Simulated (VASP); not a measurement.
A run of VASP 6.6.1:

INCAR

```
PREC = Accurate
ENCUT = 600
EDIFF = 1E-6
ISMEAR = -1
SIGMA = 0.1
LREAL = F
LASPH = T
NELM = 120
ALGO = Normal
ISIF = 2
LWAVE = F
LCHARG = F
GGA = PS
NBANDS = 11
GGA_COMPAT = F
```

KPOINTS

```
regular mesh
0
Gamma
  12 12 12
```

POSCAR

```
Be2C
1.0
    0.0000000000      2.1553768815      2.1553768815
    2.1553768815      0.0000000000      2.1553768815
    2.1553768815      2.1553768815      0.0000000000
Be C
2 1
Direct
    0.2500000000      0.2500000000      0.2500000000
    0.7500000000      0.7500000000      0.7500000000
    0.0000000000      0.0000000000      0.0000000000
```

Potentials or basis: VASP PAW PBE potentials, release 64 (Be, C).

Launch:

```console
$ cat potpaw_PBE.64/Be/POTCAR potpaw_PBE.64/C/POTCAR > POTCAR
$ mpirun -np 1 vasp_std > vasp.out
```

Hardware: 1 thread of AMD EPYC 7R13, with other jobs on the host.

Task: How long does it take, and how much memory?

Result: Run time: 24 s on 1 thread of AMD EPYC 7R13 (shared host), peak memory 0.11 GiB. Counts: scf iterations 11, k points 72.
